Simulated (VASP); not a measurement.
# Mo in VASP: single point with LDA

Aim: the single point of Mo with LDA.

Program: VASP 6.6.1. These are calculated values, not measurements. Logs are shortened: lines on timing, memory, paths and dates and some standing lists are left out, and cuts for length are marked.

### Step 1. The cell of the first run

The cell holds a slab with vacuum, 2 atoms: a = 4.401 Å, b = 4.401 Å, c = 16.898 Å, α = 90.00°, β = 90.00°, γ = 120.00°.

### Step 2. Single point, LDA

The input, POSCAR:

```
Mo
1.0
    4.4006566657      0.0000000000      0.0000000000
   -2.2003283328      3.8110804658      0.0000000000
    0.0000000000      0.0000000000     16.8983000000
Mo
2
Direct
    0.8333333330      0.1666666670      0.4734209867
    0.1666666670      0.8333333330      0.5265790133
```

The input, INCAR.step1:

```
PREC = Accurate ; ENCUT = 520
EDIFF = 1E-7 ; ISMEAR = -1
SIGMA = 0.1 ; LREAL = False
LASPH = True ; NELM = 60
ALGO = Normal ; ISIF = 2
LWAVE = False ; LCHARG = True
LMAXMIX = 4 ; LDIPOL = True
IDIPOL = 3 ; DIPOL = 0.5 0.5 0.500
NBANDS = 21
```

The input, KPOINTS.step1:

```
Automatic mesh
0
Gamma
  9 9 1
```

The input, INCAR.step2:

```
PREC = Accurate ; ENCUT = 520
EDIFF = 1E-7 ; ISMEAR = -5
SIGMA = 0.1 ; LREAL = False
LASPH = True ; NELM = 60
ALGO = Normal ; ISIF = 2
LWAVE = False ; LCHARG = False
LMAXMIX = 4 ; LDIPOL = True
IDIPOL = 3 ; DIPOL = 0.5 0.5 0.500
LORBIT = 10 ; NEDOS = 1001
ICHARG = 11
```

The input, KPOINTS.step2:

```
Automatic mesh
0
Gamma
  14 14 1
```

Potentials or basis: VASP PAW LDA potentials, release 64 (Mo_sv).

Launch:

```bash
$ cat potpaw_LDA.64/Mo_sv/POTCAR > POTCAR
$ cp INCAR.step1 INCAR
$ cp KPOINTS.step1 KPOINTS
$ mpirun -np 1 vasp_std > vasp.out
$ cp INCAR.step2 INCAR
$ cp KPOINTS.step2 KPOINTS
$ mpirun -np 1 vasp_std > vasp.out
```

OUTCAR:

```text
PREC = Accurate
   ENCUT = 520
   EDIFF = 1E-7
   ISMEAR = -5
   LREAL = False
   LASPH = True
   NELM = 60
   ISIF = 2
   LORBIT = 10
   ICHARG = 11

 ion  position               nearest neighbor table
   1  0.833  0.167  0.473-   2 2.69   2 2.69   2 2.69
   2  0.167  0.833  0.527-   1 2.69   1 2.69   1 2.69

  LATTYP: Found a hexagonal cell.
 ALAT       =     4.4006566657
 C/A-ratio  =     3.8399496447

  Lattice vectors:

 A1 = (   4.4006566657,   0.0000000000,   0.0000000000)
 A2 = (  -2.2003283328,   3.8110804658,   0.0000000000)
 A3 = (   0.0000000000,   0.0000000000,  16.8983000000)

Analysis of symmetry for initial positions (statically):
=====================================================================
 Subroutine PRICEL returns:
 Original cell was already a primitive cell.

 Routine SETGRP: Setting up the symmetry group for a
 hexagonal supercell.

 Subroutine GETGRP returns: Found 12 space group operations
 (whereof  4 operations were pure point group operations)
 out of a pool of 24 trial point group operations.

The static configuration has the point symmetry C_2h.
 The point group associated with its full space group is D_3d.

Analysis of symmetry for dynamics (positions and initial velocities):
=====================================================================
 Subroutine PRICEL returns:
 Original cell was already a primitive cell.

 Routine SETGRP: Setting up the symmetry group for a
 hexagonal supercell.

 Subroutine GETGRP returns: Found 12 space group operations
 (whereof  4 operations were pure point group operations)
 out of a pool of 24 trial point group operations.

The dynamic configuration has the point symmetry C_2h.
 The point group associated with its full space group is D_3d.

 Subroutine INISYM returns: Found 12 space group operations
 (whereof  4 operations are pure point group operations),
 and found     1 'primitive' translations

----------------------------------------------------------------------------------------

                                     Primitive cell

  volume of cell :     283.4057

  direct lattice vectors                    reciprocal lattice vectors
     4.400656666  0.000000000  0.000000000     0.227238814  0.131196390  0.000000000
    -2.200328333  3.811080466  0.000000000     0.000000000  0.262392780  0.000000000
     0.000000000  0.000000000 16.898300000     0.000000000  0.000000000  0.059177550

  length of vectors
     4.400656666  4.400656666 16.898300000     0.262392780  0.262392780  0.059177550

  position of ions in fractional coordinates (direct lattice)
     0.833333333  0.166666667  0.473420987
     0.166666667  0.833333333  0.526579013

  ion indices of the primitive-cell ions
   primitive index   ion index
                 1           1
                 2           2

----------------------------------------------------------------------------------------

 KPOINTS: Automatic mesh

Automatic generation of k-mesh.
 Grid dimensions read from file:
 generate k-points for:   14   14    1

 Generating k-lattice:

  Cartesian coordinates                     Fractional coordinates (reciprocal lattice)
     0.016231344  0.009371171  0.000000000     0.071428571  0.000000000  0.000000000
     0.000000000  0.018742341  0.000000000     0.000000000  0.071428571  0.000000000
     0.000000000  0.000000000  0.059177550     0.000000000  0.000000000  1.000000000

  Length of vectors
     0.018742341  0.018742341  0.059177550

  Shift w.r.t. Gamma in fractional coordinates (k-lattice)
     0.000000000  0.000000000  0.000000000

 TETIRR: Found    105 inequivalent tetrahedra from     1176

 Subroutine IBZKPT returns following result:
 ===========================================

 Found     24 irreducible k-points:

 Following reciprocal coordinates:
            Coordinates               Weight
  0.000000  0.000000  0.000000      1.000000
  0.071429  0.000000  0.000000      6.000000
  0.142857  0.000000  0.000000      6.000000
  0.214286  0.000000  0.000000      6.000000
  0.285714  0.000000  0.000000      6.000000
  0.357143  0.000000  0.000000      6.000000
[... 16 lines left out ...]
  0.285714  0.285714  0.000000      6.000000
  0.357143  0.285714  0.000000      6.000000
   k-points           NKPTS =     24   k-points in BZ     NKDIM =     24   number of bands    NBANDS=     18
   number of dos      NEDOS =   1001   number of ions     NIONS =      2
   total plane-waves  NPLWV = 163296
   dimension x,y,z NGX =    36 NGY =   36 NGZ =  126
   dimension x,y,z NGXF=    72 NGYF=   72 NGZF=  252
   ions per type =               2
   NGX,Y,Z   is equivalent  to a cutoff of  13.60, 13.60, 12.40 a.u.
   NGXF,Y,Z  is equivalent  to a cutoff of  27.20, 27.20, 24.79 a.u.
 SYSTEM =  unknown system
   PREC   = accura    normal or accurate (medium, high low for compatibility)
   ISTART =      0    job   : 0-new  1-cont  2-samecut
   ICHARG =     11    charge: 1-file 2-atom 10-const
   ISPIN  =      1    spin polarized calculation?
   LNONCOLLINEAR =      F non collinear calculations
   LSORBIT =      F    spin-orbit coupling
   LASPH  =      T    aspherical Exc in radial PAW
   ENCUT  =  520.0 eV  38.22 Ry    6.18 a.u.   8.18  8.18 31.42*2*pi/ulx,y,z
   NELM   =     60;   NELMIN=  2; NELMDL=  0     # of ELM steps
   EDIFF  = 0.1E-06   stopping-criterion for ELM
   LREAL  =      F    real-space projection
   EDIFFG = 0.1E-05   stopping-criterion for IOM
   NSW    =      0    number of steps for IOM
   IBRION =     -1    ionic relax: 0-MD 1-quasi-New 2-CG
   NFREE  =      0    steps in history (QN), initial steepest desc. (CG)
   ISIF   =      2    stress and relaxation
   ISYM   =      2    0-nonsym 1-usesym 2-fastsym
   POTIM  = 0.5000    time-step for ionic-motion
   TEBEG  =    0.0;   TEEND  =   0.0 temperature during run
   PSTRESS=    0.0 pullay stress
   NELECT =      28.0000    total number of electrons
   NUPDOWN=      -1.0000    fix difference up-down
   EMIN   =  10.00;   EMAX   =-10.00  energy-range for DOS
   EFERMI =   0.00;   METHOD = LEGACY
   ISMEAR =    -5;   SIGMA  =   0.10  broadening in eV -4-tet -1-fermi 0-gaus
   EFERMI_NEDOS =   21; number of points for ismear=-14 and -15
   IALGO  =     38    algorithm
   IMIX   =      4    mixing-type and parameters
     AMIX     =   0.40;   BMIX     =  1.00
     AMIX_MAG =   1.60;   BMIX_MAG =  1.00
  volume/ion in A,a.u.               =     141.70       956.26
  Fermi-wavevector in a.u.,A,eV,Ry     =   0.756818  1.430178  7.793051  0.572773
  Thomas-Fermi vector in A             =   1.855024
   LORBIT       =     10    0 simple, 1 ext, 2 COOP (PROOUT), +10 PAW based schemes
   GGA     = CA    functional components
   LHFCALC =     F    Hartree Fock is set to
   AEXX    =    0.0000 exact exchange contribution
   IVDW    =     0    specifies the selected vdW correction
   LEPSILON=     F    determine dielectric tensor
   LRPA    =     F    only Hartree local field effects (RPA)
 non-spin polarized calculation
 Fermi weights with tetrahedron method with Bloechl corrections
  energy-cutoff  :      520.00
  volume of cell :      283.41
 maximum number of plane-waves:      7662
 NGX is ok and might be reduce to    36

 number of electron      28.0000000 magnetization

 dipolmoment           0.000000      0.000000      0.000000 electrons x Angstroem

 Free energy of the ion-electron system (eV)
  ---------------------------------------------------
  ext. energy  EPLUGINS =         0.00000000
  ---------------------------------------------------
  free energy    TOTEN  =       -15.70523210 eV

  energy without entropy =      -15.70523210  energy(sigma->0) =      -15.70523210

 E-fermi :  -2.4811     XC(G=0):  -2.9398

 val. band max:       -2.4830817542   @ k =   0.2143   0.2143   0.0000
 cond. band min:      -2.4712596779   @ k =   0.2143   0.2143   0.0000
 fundamental gap:      0.0118220763
 Fermi energy:        -2.4811039220

 k-point     1 :       0.0000    0.0000    0.0000
  band No.  band energies     occupation
      1     -62.6923      2.00000
      2     -62.5009      2.00000
      3     -37.0810      2.00000
      4     -37.0810      2.00000
      5     -36.9726      2.00000
      6     -36.9549      2.00000
[... 10 lines left out ...]
     17      -0.9035      0.00000
     18      -0.8878      0.00000

 k-point     2 :       0.0714    0.0000    0.0000
  band No.  band energies     occupation
      1     -62.6902      2.00000
      2     -62.5031      2.00000
      3     -37.0878      2.00000
      4     -37.0841      2.00000
      5     -36.9757      2.00000
      6     -36.9431      2.00000
[... 10 lines left out ...]
     17      -0.9879      0.00000
     18      -0.9288      0.00000

 k-point     3 :       0.1429    0.0000    0.0000
  band No.  band energies     occupation
      1     -62.6840      2.00000
      2     -62.5094      2.00000
      3     -37.1020      2.00000
      4     -37.0925      2.00000
      5     -36.9846      2.00000
      6     -36.9143      2.00000
[... 10 lines left out ...]
     17      -1.0782      0.00000
     18      -1.0744      0.00000

 k-point     4 :       0.2143    0.0000    0.0000
  band No.  band energies     occupation
      1     -62.6742      2.00000
      2     -62.5194      2.00000
      3     -37.1157      2.00000
      4     -37.1044      2.00000
      5     -36.9979      2.00000
      6     -36.8782      2.00000
[... 375 lines left out ...]
      4     -37.1064      2.00000
      5     -37.0617      2.00000
      6     -36.7265      2.00000
[... 10 lines left out ...]
     17      -1.2876      0.00000
     18      -0.4022      0.00000

 k-point    23 :       0.2857    0.2857    0.0000
  band No.  band energies     occupation
      1     -62.6147      2.00000
      2     -62.5793      2.00000
      3     -37.1642      2.00000
      4     -37.1019      2.00000
      5     -37.0658      2.00000
      6     -36.7143      2.00000
[... 10 lines left out ...]
     17      -1.2754      0.00000
     18      -0.3294      0.00000

 k-point    24 :       0.3571    0.2857    0.0000
  band No.  band energies     occupation
      1     -62.6049      2.00000
      2     -62.5892      2.00000
      3     -37.1675      2.00000
      4     -37.0934      2.00000
      5     -37.0759      2.00000
      6     -36.6901      2.00000
[... 10 lines left out ...]
     17      -1.2916      0.00000
     18      -0.0355      0.00000

------------------------ aborting loop because EDIFF is reached ----------------------------------------

 vacuum level on the upper side and lower side of the slab       (xc-potential included)        -0.067        -0.067

  FORCE on cell =-STRESS in cart. coord.  units (eV):
  Direction    XX          YY          ZZ          XY          YZ          ZX
  --------------------------------------------------------------------------------------
  -------------------------------------------------------------------------------------
  Total      -12.2147637    -12.2147637     -1.5204258     -0.0000000     -0.0000000     -0.0000000
  in kB      -69.0537122    -69.0537122     -8.5954216     -0.0000000     -0.0000000     -0.0000000
  external PRESSURE =     -48.9009486 kB  Pullay stress =       0.0000000 kB

 VOLUME and BASIS-vectors are now :
 -----------------------------------------------------------------------------
  energy-cutoff  :      520.00
  volume of cell :      283.41
      direct lattice vectors                 reciprocal lattice vectors
     4.400656666  0.000000000  0.000000000     0.227238814  0.131196390  0.000000000
    -2.200328333  3.811080466  0.000000000     0.000000000  0.262392780  0.000000000
     0.000000000  0.000000000 16.898300000     0.000000000  0.000000000  0.059177550

 POSITION                                       TOTAL-FORCE (eV/Angst)
 -----------------------------------------------------------------------------------
      3.30049      0.63518      8.00001        -0.000000      0.000000      2.462835
     -1.10016      3.17590      8.89829         0.000000      0.000000     -2.462835
 -----------------------------------------------------------------------------------
    total drift:                                0.000000      0.000000      0.000000

  FREE ENERGIE OF THE ION-ELECTRON SYSTEM (eV)
  ---------------------------------------------------
  free  energy   TOTEN  =       -15.7052320972 eV

  energy  without entropy=      -15.7052320972  energy(sigma->0) =      -15.70523210

 vacuum level on the upper side and lower side of the slab         1.798         1.798

 total charge

# of ion       s       p       d       tot
------------------------------------------
    1        2.350   6.001   3.912  12.262
    2        2.350   6.001   3.912  12.262
--------------------------------------------------
tot          4.700  12.001   7.823  24.524
```

It took 4.2 min on 1 thread of Intel Xeon 8259CL, shared host; peak memory 0.33 GiB.

What came out:

| Property | Result |
| --- | --- |
| Valence electrons inside the program's atomic spheres | Mo 12.26 |
